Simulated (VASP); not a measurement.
# Pt in VASP: a series of runs, part 2 of 2

VASP 6.6.1.

## 4. Single point, PBE (strain +0.025 along x and y, +0.025 along z)

Contents of INCAR:

```
PREC = Accurate ; ENCUT = 520
EDIFF = 1E-6 ; ISMEAR = 0
SIGMA = 0.15 ; LREAL = F
LASPH = T ; NELM = 100
ALGO = Normal ; ISIF = 2
LWAVE = F ; LCHARG = F
GGA = PE ; NBANDS = 11
```

Contents of KPOINTS:

```
Automatic mesh
0
Gamma
  20 20 20
```

Contents of POSCAR:

```
Pt
1.0
    0.0000000000      2.0068475000      2.0068475000
    2.0068475000      0.0000000000      2.0068475000
    2.0068475000      2.0068475000      0.0000000000
Pt
1
Direct
    0.0000000000      0.0000000000      0.0000000000
```

Launch:

```bash
> cat potpaw_PBE.64/Pt/POTCAR > POTCAR
> mpirun -np 1 vasp_std > vasp.out
```

Run time: 50 s. Hardware: 1 thread of Intel Xeon 8259CL, shared host; peak memory 0.18 GiB.

It converged, with:

```
Free energy            : -6.0963 eV
Pressure               : -7.8 GPa
Band gap on the k mesh : zero (bands 5 and 6 overlap by 1.98 eV)
```

Levels at points of the mesh, in eV from the Fermi level:
```
           k point  band 1  band 2  band 3  band 4  band 5  band 6  band 7  band 8  band 9  band 10
(0.00, 0.00, 0.00)   -9.46   -3.38   -3.38   -3.38   -1.46   -1.46   14.80   19.38   19.38    19.38
(0.50, 0.00, 0.00)   -6.63   -3.44   -3.44   -0.19    0.02    0.02    5.33   14.35   18.49    18.49
(0.50, 0.50, 0.00)   -6.34   -5.93   -0.01    0.42    0.42    1.91    8.15   11.17   11.17    19.31
```

Caveat: the cell differs from its parent crystal (strain +0.025 along x and y, +0.025 along z); the cell stands under tension; spin-orbit coupling is left out, which moves the levels of the heavy elements.

## 5. Single point, PBE (strain +0.050 along x and y, +0.050 along z)

Contents of INCAR:

```
SYSTEM = Pt
  ALGO = Normal
  EDIFF = 1E-6
  ENCUT = 520
  GGA = PE
  ISIF = 2
  ISMEAR = 0
  LASPH = .True.
  LCHARG = .True.
  LELF = .True.
  LREAL = .False.
  LVHAR = .True.
  LWAVE = .False.
  NBANDS = 11
  NELM = 60
  PREC = Accurate
  SIGMA = 0.15
```

Contents of KPOINTS:

```
k-points
0
Gamma
  20 20 20
  0 0 0
```

Contents of POSCAR:

```
Pt
1.0
    0.0000000000      2.0557950000      2.0557950000
    2.0557950000      0.0000000000      2.0557950000
    2.0557950000      2.0557950000      0.0000000000
Pt
1
Direct
    0.0000000000      0.0000000000      0.0000000000
```

Potentials or basis: VASP PAW PBE potentials, release 64 (Pt).

Launch:

```bash
> cat potpaw_PBE.64/Pt/POTCAR > POTCAR
> mpirun -np 1 vasp_std > vasp.out
```

OUTCAR:

```text
SYSTEM = Pt
   EDIFF = 1E-6
   ENCUT = 520
   GGA = PE
   ISIF = 2
   ISMEAR = 0
   LASPH = .True.
   LREAL = .False.
   NELM = 60
   PREC = Accurate

 ion  position               nearest neighbor table
   1  0.000  0.000  0.000-

  LATTYP: Found a face centered cubic cell.
 ALAT       =     4.1115900000

  Lattice vectors:

 A1 = (   0.0000000000,   2.0557950000,   2.0557950000)
 A2 = (   2.0557950000,   0.0000000000,   2.0557950000)
 A3 = (   2.0557950000,   2.0557950000,   0.0000000000)

Analysis of symmetry for initial positions (statically):
=====================================================================
 Subroutine PRICEL returns:
 Original cell was already a primitive cell.

 Routine SETGRP: Setting up the symmetry group for a
 face centered cubic supercell.

 Subroutine GETGRP returns: Found 48 space group operations
 (whereof 48 operations were pure point group operations)
 out of a pool of 48 trial point group operations.

The static configuration has the point symmetry O_h .

Analysis of symmetry for dynamics (positions and initial velocities):
=====================================================================
 Subroutine PRICEL returns:
 Original cell was already a primitive cell.

 Routine SETGRP: Setting up the symmetry group for a
 face centered cubic supercell.

 Subroutine GETGRP returns: Found 48 space group operations
 (whereof 48 operations were pure point group operations)
 out of a pool of 48 trial point group operations.

The dynamic configuration has the point symmetry O_h .

 Subroutine INISYM returns: Found 48 space group operations
 (whereof 48 operations are pure point group operations),
 and found     1 'primitive' translations

----------------------------------------------------------------------------------------

                                     Primitive cell

  volume of cell :      17.3768
[... 106 lines left out ...]
     AMIX     =   0.40;   BMIX     =  1.00
     AMIX_MAG =   1.60;   BMIX_MAG =  1.00
  volume/ion in A,a.u.               =      17.38       117.26
  Fermi-wavevector in a.u.,A,eV,Ry     =   1.361711  2.573261 25.228705  1.854258
  Thomas-Fermi vector in A             =   2.488264
   LORBIT       =      0    0 simple, 1 ext, 2 COOP (PROOUT), +10 PAW based schemes
   GGA     = PE    functional components
   LHFCALC =     F    Hartree Fock is set to
   AEXX    =    0.0000 exact exchange contribution
   IVDW    =     0    specifies the selected vdW correction
   LEPSILON=     F    determine dielectric tensor
   LRPA    =     F    only Hartree local field effects (RPA)
 non-spin polarized calculation
 Gauss-broadening in eV      SIGMA  =   0.15
  energy-cutoff  :      520.00
  volume of cell :       17.38
 maximum number of plane-waves:       495
 NGX is ok and might be reduce to    24
   NGX = 11   NGY = 11   NGZ = 11

 number of electron      10.0000001 magnetization

 Free energy of the ion-electron system (eV)
  ---------------------------------------------------
  ext. energy  EPLUGINS =         0.00000000
  ---------------------------------------------------
  free energy    TOTEN  =        -5.98930227 eV

  energy without entropy =       -5.96463774  energy(sigma->0) =       -5.97697000

 E-fermi :   8.7418     XC(G=0): -12.6511

 val. band max:        8.7398372063   @ k =  -0.4000   0.3500   0.1000
 cond. band min:       8.7423478854   @ k =   0.4000   0.1000   0.0000
 fundamental gap:      0.0025106791
 Fermi energy:         8.7418123233

 k-point     1 :       0.0000    0.0000    0.0000
  band No.  band energies     occupation
      1       0.0250      2.00000
      2       5.7395      2.00000
      3       5.7395      2.00000
      4       5.7395      2.00000
      5       7.4415      2.00000
      6       7.4415      2.00000
      7      23.6620      0.00000
      8      27.8392      0.00000
      9      27.8392      0.00000
     10      27.8392      0.00000
     11      32.6936      0.00000
[... 309 lines left out ...]
 k-point    24 :      -0.3500    0.0500    0.0000
  band No.  band energies     occupation
      1       2.7466      2.00000
      2       5.8110      2.00000
      3       5.8809      2.00000
      4       6.5670      2.00000
      5       8.1268      2.00000
      6       8.6526      1.59981
      7      16.8502      0.00000
      8      23.8864      0.00000
      9      26.9496      0.00000
     10      28.4611      0.00000
     11      32.7077      0.00000

 [... further k-points ...]
[... 5 lines left out ...]
  --------------------------------------------------------------------------------------
  -------------------------------------------------------------------------------------
  Total       -2.1375649     -2.1375649     -2.1375649      0.0000000      0.0000000      0.0000000
  in kB     -197.0881328   -197.0881328   -197.0881328      0.0000000      0.0000000      0.0000000
  external PRESSURE =    -197.0881328 kB  Pullay stress =       0.0000000 kB

 VOLUME and BASIS-vectors are now :
 -----------------------------------------------------------------------------
  energy-cutoff  :      520.00
  volume of cell :       17.38
      direct lattice vectors                 reciprocal lattice vectors
     0.000000000  2.055795000  2.055795000    -0.243214912  0.243214912  0.243214912
     2.055795000  0.000000000  2.055795000     0.243214912 -0.243214912  0.243214912
     2.055795000  2.055795000  0.000000000     0.243214912  0.243214912 -0.243214912

 POSITION                                       TOTAL-FORCE (eV/Angst)
 -----------------------------------------------------------------------------------
      0.00000      0.00000      0.00000         0.000000     -0.000000      0.000000
 -----------------------------------------------------------------------------------
    total drift:                               -0.000000      0.000000     -0.000000

  FREE ENERGIE OF THE ION-ELECTRON SYSTEM (eV)
  ---------------------------------------------------
  free  energy   TOTEN  =        -5.9893022665 eV

  energy  without entropy=       -5.9646377387  energy(sigma->0) =       -5.97697000
```

stdout:

```text
POSCAR found type information on POSCAR Pt
 POSCAR found :  1 types and       1 ions
 scaLAPACK will be used
 LDA part: xc-table for (Slater+PW92), standard interpolation
 POSCAR, INCAR and KPOINTS ok, starting setup
 FFT: planning ... GRIDC
 FFT: planning ... GRID_SOFT
 FFT: planning ... GRID
 WAVECAR not read
 entering main loop
```

It took 35 s on 1 thread of Intel Xeon 8259CL, shared host; peak memory 0.18 GiB.

Results:

- Free energy: -5.9893 eV
- Pressure: -19.7 GPa
- Band gap on the k mesh: zero (bands 5 and 6 overlap by 1.74 eV)

Caveat: the cell differs from its parent crystal (strain +0.050 along x and y, +0.050 along z); the cell stands under tension; spin-orbit coupling is left out, which moves the levels of the heavy elements.

## 6. Single point, PBE (strain -0.050 along x and y, -0.025 along z)

Contents of INCAR:

```
SYSTEM = Pt
ALGO = Fast
EDIFF = 1E-6
ENCUT = 520
GGA = PE
ISIF = 2
ISMEAR = 0
LASPH = .True.
LCHARG = .False.
LREAL = .False.
LWAVE = .False.
NBANDS = 11
NELM = 80
PREC = Accurate
SIGMA = 0.15
```

KPOINTS is that of step 5.

Contents of POSCAR:

```
Pt
1.0
    0.0000000000      1.8600050000      1.9089525000
    1.8600050000      0.0000000000      1.9089525000
    1.8600050000      1.8600050000      0.0000000000
Pt
1
Direct
    0.0000000000      0.0000000000      0.0000000000
```

Potentials or basis: VASP PAW PBE potentials, release 64 (Pt).

Launch:

```bash
> cat potpaw_PBE.64/Pt/POTCAR > POTCAR
> mpirun -np 1 vasp_std > vasp.out
```

Wall time 1.7 min (1 thread of Intel Xeon 8259CL, shared host); peak memory 0.21 GiB.

The run converged. Its results:

```
Free energy            : -5.6902 eV
Pressure               : 65.8 GPa
Band gap on the k mesh : zero (bands 5 and 6 overlap by 2.99 eV)
```

Stress tensor (GPa, compression positive):
```
67.50  0.00  0.00
 0.00 67.50  0.00
 0.00  0.00 62.46
```

Levels at points of the mesh, in eV from the Fermi level:
| k point | band 2 | band 3 | band 4 | band 5 | band 6 | band 7 | band 8 | band 9 |
| --- | --- | --- | --- | --- | --- | --- | --- | --- |
| (0.00, 0.00, 0.00) | -4.95 | -4.58 | -4.58 | -2.26 | -1.81 | 14.13 | 19.31 | 20.15 |
| (0.50, 0.00, 0.00) | -4.99 | -4.62 | -1.04 | -0.03 | 0.16 | 6.96 | 13.73 | 19.61 |
| (0.50, 0.50, 0.00) | -8.16 | 0.05 | 0.63 | 0.63 | 1.16 | 9.95 | 12.11 | 12.11 |
| (0.50, 0.00, 0.50) | -8.17 | 0.01 | 0.48 | 0.82 | 1.72 | 10.71 | 11.48 | 11.78 |

Caveat: the cell differs from its parent crystal (strain -0.050 along x and y, -0.025 along z); the cell stands under pressure; spin-orbit coupling is left out, which moves the levels of the heavy elements.

## 7. The runs side by side

| cell | gap on the mesh (eV) | pressure (GPa) |
| --- | --- | --- |
| a = 2.630 Å, angles 60.0°, 1 atom | none | 81.3 |
| a = 2.700 Å, angles 60.0°, 1 atom | none | 39.4 |
| a = 2.838 Å, angles 60.0°, 1 atom | none | -7.8 |
| a = 2.907 Å, angles 60.0°, 1 atom | none | -19.7 |
| a = 2.665, b = 2.665, c = 2.630 Å, angles 60.4, 60.4, 59.1°, 1 atom | none | 65.8 |

Alike in all rows: task single point; level PBE; potentials or basis VASP PAW PBE potentials, release 64 (Pt); no spin polarisation; k mesh 20 × 20 × 20; cutoff (eV) 520; smearing gaussian 0.15 eV.

Caveats: spin-orbit coupling is left out, which moves the levels of the heavy elements; the cell stands under pressure (at least some runs); the cell stands under tension (at least some runs).

Absolute energies hang on the potentials; compare differences alone.
